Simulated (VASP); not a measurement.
# TaSiF (P4mm) in VASP: a series of runs

TaSiF is run at these levels: PBE; tasks: single point.

All numbers are computed with VASP 6.6.1; they aren't measurements. Logs are shortened: lines on timing, memory, paths and dates and some standing lists are left out, and cuts for length are marked.

## (1) The cell of the first run

The structure is tetragonal, space group P4mm (No. 99). The conventional cell has a = 4.087 Å, b = 4.087 Å, c = 2.903 Å, α = 90.00°, β = 90.00°, γ = 90.00°. Within 1.9 Å of Ta (site symmetry 4mm) lie 2 F at 1.41 to 1.49 Å. Within 3.8 Å of Si (site symmetry 4mm) lie 4 Ta at 2.89 Å and 2 Si at 2.90 Å and 8 F at 3.22 to 3.25 Å. Within 1.9 Å of F (site symmetry 4mm) lie 2 Ta at 1.41 to 1.49 Å.

## (2) Single point, PBE

INCAR

```
SYSTEM = TaSiF
ALGO     = Normal         ! electronic algorithm
EDIFF    = 1E-6           ! SCF threshold, eV
ENCUT    = 520            ! plane-wave cutoff, eV
GGA      = PE             ! functional
ISIF     = 2              ! what is computed and relaxed
ISMEAR   = 0              ! smearing method
LASPH    = .True.         ! aspherical terms in the spheres
LCHARG   = .False.        ! write CHGCAR
LREAL    = .False.        ! projectors in reciprocal space
LWAVE    = .False.        ! write WAVECAR
NBANDS   = 18             ! bands
NELM     = 100            ! most SCF steps
PREC     = Accurate       ! precision mode
SIGMA    = 0.1            ! smearing width, eV
```

KPOINTS

```
k-points
0
Gamma
  4 4 6
  0 0 0
```

POSCAR

```
TaSiF
1.0
    4.0871685300      0.0000000000      0.0000000000
    0.0000000000      4.0871685300      0.0000000000
    0.0000000000      0.0000000000      2.9025694700
Ta Si F
1 1 1
Direct
    0.5000000000      0.5000000000      0.0877364800
    0.0000000000      0.0000000000      0.1107625800
    0.5000000000      0.5000000000      0.6019651300
```

Potentials or basis: VASP PAW PBE potentials, release 64 (Ta_pv, Si, F).

Run with:

```sh
cat potpaw_PBE.64/Ta_pv/POTCAR potpaw_PBE.64/Si/POTCAR potpaw_PBE.64/F/POTCAR > POTCAR
mpirun -np 1 vasp_std > vasp.out
```

OUTCAR:

```text
SYSTEM = TaSiF
   EDIFF = 1E-6
   ENCUT = 520
   GGA = PE
   ISIF = 2
   ISMEAR = 0
   LASPH = .True.
   LREAL = .False.
   NELM = 100
   PREC = Accurate

 ion  position               nearest neighbor table
   1  0.500  0.500  0.088-   3 1.41   3 1.49   2 2.89   2 2.89   2 2.89   2 2.89
   2  0.000  0.000  0.111-   1 2.89   1 2.89   1 2.89   1 2.89
   3  0.500  0.500  0.602-   1 1.41   1 1.49

  LATTYP: Found a simple tetragonal cell.
 ALAT       =     4.0871685300
 C/A-ratio  =     0.7101663288

  Lattice vectors:

 A1 = (   4.0871685300,   0.0000000000,   0.0000000000)
 A2 = (   0.0000000000,   4.0871685300,   0.0000000000)
 A3 = (   0.0000000000,   0.0000000000,   2.9025694700)

Analysis of symmetry for initial positions (statically):
=====================================================================
 Subroutine PRICEL returns:
 Original cell was already a primitive cell.

 Routine SETGRP: Setting up the symmetry group for a
 simple tetragonal supercell.

 Subroutine GETGRP returns: Found  8 space group operations
 (whereof  8 operations were pure point group operations)
 out of a pool of 16 trial point group operations.

The static configuration has the point symmetry C_4v.

Analysis of symmetry for dynamics (positions and initial velocities):
=====================================================================
 Subroutine PRICEL returns:
 Original cell was already a primitive cell.

 Routine SETGRP: Setting up the symmetry group for a
 simple tetragonal supercell.

 Subroutine GETGRP returns: Found  8 space group operations
 (whereof  8 operations were pure point group operations)
 out of a pool of 16 trial point group operations.

The dynamic configuration has the point symmetry C_4v.

 Subroutine INISYM returns: Found  8 space group operations
 (whereof  8 operations are pure point group operations),
 and found     1 'primitive' translations

----------------------------------------------------------------------------------------

                                     Primitive cell

  volume of cell :      48.4873

  direct lattice vectors                    reciprocal lattice vectors
     4.087168530  0.000000000  0.000000000     0.244668159  0.000000000  0.000000000
     0.000000000  4.087168530  0.000000000     0.000000000  0.244668159  0.000000000
     0.000000000  0.000000000  2.902569470     0.000000000  0.000000000  0.344522331

  length of vectors
     4.087168530  4.087168530  2.902569470     0.244668159  0.244668159  0.344522331

  position of ions in fractional coordinates (direct lattice)
     0.500000000  0.500000000  0.087736480
     0.000000000  0.000000000  0.110762580
     0.500000000  0.500000000  0.601965130

  ion indices of the primitive-cell ions
   primitive index   ion index
                 1           1
                 2           2
                 3           3

----------------------------------------------------------------------------------------

 KPOINTS: k-points

Automatic generation of k-mesh.
 Grid dimensions read from file:
 generate k-points for:    4    4    6

 Generating k-lattice:

  Cartesian coordinates                     Fractional coordinates (reciprocal lattice)
     0.061167040  0.000000000  0.000000000     0.250000000  0.000000000  0.000000000
     0.000000000  0.061167040  0.000000000     0.000000000  0.250000000  0.000000000
     0.000000000  0.000000000  0.057420389     0.000000000  0.000000000  0.166666667

  Length of vectors
     0.061167040  0.061167040  0.057420389

  Shift w.r.t. Gamma in fractional coordinates (k-lattice)
     0.000000000  0.000000000  0.000000000

 Subroutine IBZKPT returns following result:
 ===========================================

 Found     24 irreducible k-points:

 Following reciprocal coordinates:
            Coordinates               Weight
  0.000000  0.000000  0.000000      1.000000
  0.250000  0.000000  0.000000      4.000000
  0.500000  0.000000  0.000000      2.000000
  0.250000  0.250000  0.000000      4.000000
  0.500000  0.250000  0.000000      4.000000
  0.500000  0.500000  0.000000      1.000000
[... 16 lines left out ...]
  0.500000  0.250000  0.500000      4.000000
  0.500000  0.500000  0.500000      1.000000
   k-points           NKPTS =     24   k-points in BZ     NKDIM =     24   number of bands    NBANDS=     18
   number of dos      NEDOS =    301   number of ions     NIONS =      3
   total plane-waves  NPLWV =  21600
   dimension x,y,z NGX =    30 NGY =   30 NGZ =   24
   dimension x,y,z NGXF=    60 NGYF=   60 NGZF=   48
   ions per type =               1   1   1
   NGX,Y,Z   is equivalent  to a cutoff of  12.20, 12.20, 13.75 a.u.
   NGXF,Y,Z  is equivalent  to a cutoff of  24.41, 24.41, 27.49 a.u.
 SYSTEM =  TaSiF
   PREC   = accura    normal or accurate (medium, high low for compatibility)
   ISTART =      0    job   : 0-new  1-cont  2-samecut
   ICHARG =      2    charge: 1-file 2-atom 10-const
   ISPIN  =      1    spin polarized calculation?
   LNONCOLLINEAR =      F non collinear calculations
   LSORBIT =      F    spin-orbit coupling
   LASPH  =      T    aspherical Exc in radial PAW
   ENCUT  =  520.0 eV  38.22 Ry    6.18 a.u.   7.60  7.60  5.40*2*pi/ulx,y,z
   NELM   =    100;   NELMIN=  2; NELMDL= -5     # of ELM steps
   EDIFF  = 0.1E-05   stopping-criterion for ELM
   LREAL  =      F    real-space projection
   EDIFFG = 0.1E-04   stopping-criterion for IOM
   NSW    =      0    number of steps for IOM
   IBRION =     -1    ionic relax: 0-MD 1-quasi-New 2-CG
   NFREE  =      0    steps in history (QN), initial steepest desc. (CG)
   ISIF   =      2    stress and relaxation
   ISYM   =      2    0-nonsym 1-usesym 2-fastsym
   POTIM  = 0.5000    time-step for ionic-motion
   TEBEG  =    0.0;   TEEND  =   0.0 temperature during run
   PSTRESS=    0.0 pullay stress
   NELECT =      22.0000    total number of electrons
   NUPDOWN=      -1.0000    fix difference up-down
   EMIN   =  10.00;   EMAX   =-10.00  energy-range for DOS
   EFERMI =   0.00;   METHOD = LEGACY
   ISMEAR =     0;   SIGMA  =   0.10  broadening in eV -4-tet -1-fermi 0-gaus
   EFERMI_NEDOS =   21; number of points for ismear=-14 and -15
   IALGO  =     38    algorithm
   IMIX   =      4    mixing-type and parameters
     AMIX     =   0.40;   BMIX     =  1.00
     AMIX_MAG =   1.60;   BMIX_MAG =  1.00
  volume/ion in A,a.u.               =      16.16       109.07
  Fermi-wavevector in a.u.,A,eV,Ry     =   1.257978  2.377234 21.531348  1.582509
  Thomas-Fermi vector in A             =   2.391611
   LORBIT       =      0    0 simple, 1 ext, 2 COOP (PROOUT), +10 PAW based schemes
   GGA     = PE    functional components
   LHFCALC =     F    Hartree Fock is set to
   AEXX    =    0.0000 exact exchange contribution
   IVDW    =     0    specifies the selected vdW correction
   LEPSILON=     F    determine dielectric tensor
   LRPA    =     F    only Hartree local field effects (RPA)
 non-spin polarized calculation
 Gauss-broadening in eV      SIGMA  =   0.10
  energy-cutoff  :      520.00
  volume of cell :       48.49
 maximum number of plane-waves:      1321
   NGX = 15   NGY = 15   NGZ = 11

 number of electron      21.9999995 magnetization

 Free energy of the ion-electron system (eV)
  ---------------------------------------------------
  ext. energy  EPLUGINS =         0.00000000
  ---------------------------------------------------
  free energy    TOTEN  =        -1.79221844 eV

  energy without entropy =       -1.78140317  energy(sigma->0) =       -1.78681081

 E-fermi :   6.0572     XC(G=0): -10.6447

 val. band max:        5.9500049170   @ k =   0.2500   0.2500   0.0000
 cond. band min:       6.0718447049   @ k =   0.2500   0.0000   0.0000
 fundamental gap:      0.1218397879
 Fermi energy:         6.0572202954

 k-point     1 :       0.0000    0.0000    0.0000
  band No.  band energies     occupation
      1     -34.7168      2.00000
      2     -29.5928      2.00000
      3     -29.5928      2.00000
      4     -28.2675      2.00000
      5      -7.2258      2.00000
      6      -7.2258      2.00000
[... 10 lines left out ...]
     17      14.8429      0.00000
     18      15.0773      0.00000

 k-point     2 :       0.2500    0.0000    0.0000
  band No.  band energies     occupation
      1     -34.7162      2.00000
      2     -29.6026      2.00000
      3     -29.5919      2.00000
      4     -28.2671      2.00000
      5      -7.2769      2.00000
      6      -7.2215      2.00000
[... 10 lines left out ...]
     17      12.8101      0.00000
     18      15.4879      0.00000

 k-point     3 :       0.5000    0.0000    0.0000
  band No.  band energies     occupation
      1     -34.7163      2.00000
      2     -29.6125      2.00000
      3     -29.5910      2.00000
      4     -28.2663      2.00000
      5      -7.3225      2.00000
      6      -7.2171      2.00000
[... 10 lines left out ...]
     17      13.0333      0.00000
     18      13.3114      0.00000

 k-point     4 :       0.2500    0.2500    0.0000
  band No.  band energies     occupation
      1     -34.7165      2.00000
      2     -29.6018      2.00000
      3     -29.6014      2.00000
      4     -28.2663      2.00000
      5      -7.2733      2.00000
      6      -7.2556      2.00000
[... 10 lines left out ...]
     17      13.0159      0.00000
     18      13.5497      0.00000

 k-point     5 :       0.5000    0.2500    0.0000
  band No.  band energies     occupation
      1     -34.7162      2.00000
      2     -29.6112      2.00000
      3     -29.6005      2.00000
      4     -28.2654      2.00000
      5      -7.3042      2.00000
      6      -7.2521      2.00000
[... 10 lines left out ...]
     17      13.4091      0.00000
     18      16.1553      0.00000

 k-point     6 :       0.5000    0.5000    0.0000
  band No.  band energies     occupation
      1     -34.7154      2.00000
      2     -29.6099      2.00000
      3     -29.6099      2.00000
      4     -28.2643      2.00000
      5      -7.2854      2.00000
      6      -7.2854      2.00000
[... 10 lines left out ...]
     17      16.8252      0.00000
     18      16.8556      0.00000

 k-point     7 :       0.0000    0.0000    0.1667
  band No.  band energies     occupation
      1     -36.1710      2.00000
      2     -29.5177      2.00000
      3     -29.5177      2.00000
      4     -25.6723      2.00000
      5      -8.1451      2.00000
      6      -8.1451      2.00000
[... 10 lines left out ...]
     17      14.6915      0.00000
     18      17.7542      0.00000

 k-point     8 :       0.2500    0.0000    0.1667
  band No.  band energies     occupation
      1     -36.1710      2.00000
      2     -29.5273      2.00000
      3     -29.5169      2.00000
      4     -25.6716      2.00000
      5      -8.1910      2.00000
      6      -8.1407      2.00000
[... 10 lines left out ...]
     17      13.2089      0.00000
     18      15.0043      0.00000
[... 229 lines left out ...]
     17      12.7052      0.00000
     18      13.0713      0.00000

 k-point    20 :       0.2500    0.0000    0.5000
  band No.  band energies     occupation
      1     -38.6076      2.00000
      2     -29.2904      2.00000
      3     -29.2812      2.00000
      4     -15.9585      2.00000
      5     -12.3142      2.00000
      6     -10.3110      2.00000
[... 10 lines left out ...]
     17      12.9022      0.00000
     18      13.6398      0.00000

 k-point    21 :       0.5000    0.0000    0.5000
  band No.  band energies     occupation
      1     -38.6072      2.00000
      2     -29.2988      2.00000
      3     -29.2805      2.00000
      4     -15.9578      2.00000
      5     -12.3131      2.00000
      6     -10.3529      2.00000
[... 10 lines left out ...]
     17      12.7093      0.00000
     18      12.9645      0.00000

 k-point    22 :       0.2500    0.2500    0.5000
  band No.  band energies     occupation
      1     -38.6071      2.00000
      2     -29.2897      2.00000
      3     -29.2894      2.00000
      4     -15.9577      2.00000
      5     -12.3132      2.00000
      6     -10.3068      2.00000
[... 10 lines left out ...]
     17      13.5528      0.00000
     18      14.5369      0.00000

 k-point    23 :       0.5000    0.2500    0.5000
  band No.  band energies     occupation
      1     -38.6067      2.00000
      2     -29.2978      2.00000
      3     -29.2886      2.00000
      4     -15.9571      2.00000
      5     -12.3123      2.00000
      6     -10.3445      2.00000
[... 10 lines left out ...]
     17      12.5271      0.00000
     18      14.3645      0.00000

 k-point    24 :       0.5000    0.5000    0.5000
  band No.  band energies     occupation
      1     -38.6062      2.00000
      2     -29.2967      2.00000
      3     -29.2967      2.00000
      4     -15.9563      2.00000
      5     -12.3115      2.00000
      6     -10.3361      2.00000
[... 10 lines left out ...]
     17      13.1566      0.00000
     18      15.0457      0.00000

------------------------ aborting loop because EDIFF is reached ----------------------------------------

  FORCE on cell =-STRESS in cart. coord.  units (eV):
  Direction    XX          YY          ZZ          XY          YZ          ZX
  --------------------------------------------------------------------------------------
  -------------------------------------------------------------------------------------
  Total       -5.7663840     -5.7663840    163.6115637      0.0000000      0.0000000     -0.0000000
  in kB     -190.5401179   -190.5401179   5406.2591952      0.0000000      0.0000000     -0.0000000
  external PRESSURE =    1675.0596531 kB  Pullay stress =       0.0000000 kB

 VOLUME and BASIS-vectors are now :
 -----------------------------------------------------------------------------
  energy-cutoff  :      520.00
  volume of cell :       48.49
      direct lattice vectors                 reciprocal lattice vectors
     4.087168530  0.000000000  0.000000000     0.244668159  0.000000000  0.000000000
     0.000000000  4.087168530  0.000000000     0.000000000  0.244668159  0.000000000
     0.000000000  0.000000000  2.902569470     0.000000000  0.000000000  0.344522331

 POSITION                                       TOTAL-FORCE (eV/Angst)
 -----------------------------------------------------------------------------------
      2.04358      2.04358      0.25466         0.000000      0.000000     19.761066
      0.00000      0.00000      0.32150         0.000000     -0.000000     -0.073741
      2.04358      2.04358      1.74725         0.000000     -0.000000    -19.687325
 -----------------------------------------------------------------------------------
    total drift:                                0.000000      0.000000     -0.002121

  FREE ENERGIE OF THE ION-ELECTRON SYSTEM (eV)
  ---------------------------------------------------
  free  energy   TOTEN  =        -1.7922184429 eV

  energy  without entropy=       -1.7814031704  energy(sigma->0) =       -1.78681081
```

Wall time 17 s (1 thread of Intel Xeon Platinum 8488C (Sapphire Rapids), shared host); peak memory 0.17 GiB.

What came out:

| Quantity | Value |
| --- | --- |
| Free energy | -1.7922 eV |
| Pressure | 167.5 GPa |
| Largest force | 19.761 eV/Å |
| Band gap on the k mesh | zero (band 11 reaches 6.44 eV, above the bottom of band 12 at 5.51 eV) |

Forces in eV/Å, atoms in the order of the input:
```
Ta    0.000   0.000  19.761
Si    0.000   0.000  -0.074
F     0.000   0.000 -19.687
```

Stress tensor (GPa, compression positive):
```
-19.05   0.00   0.00
  0.00 -19.05   0.00
  0.00   0.00 540.63
```

Levels at points of the mesh, in eV from the Fermi level:
```
           k point  band 9  band 10  band 11  band 12  band 13  band 14
(0.00, 0.00, 0.00)   -2.55    -0.85    -0.55    -0.55     0.10     0.10
(0.50, 0.00, 0.00)   -4.86    -3.14    -0.31     0.04     0.06     3.40
(0.50, 0.50, 0.00)   -3.03    -3.03    -1.66    -0.17    -0.17     0.67
(0.00, 0.00, 0.50)   -3.61    -0.92     0.17     1.71     1.71     4.43
(0.50, 0.00, 0.50)   -3.30    -2.68    -1.59     1.24     1.64     5.86
(0.50, 0.50, 0.50)   -2.42    -0.57    -0.57     1.05     1.48     2.60
```

Caveat: the k points lie up to 0.38 Å⁻¹ apart; spin-orbit coupling is left out, which moves the levels of the heavy elements; forces of over 1 eV/Å act on the atoms, so gaps and moduli don't describe the material at rest.

(Continued in part 2 of 2.)
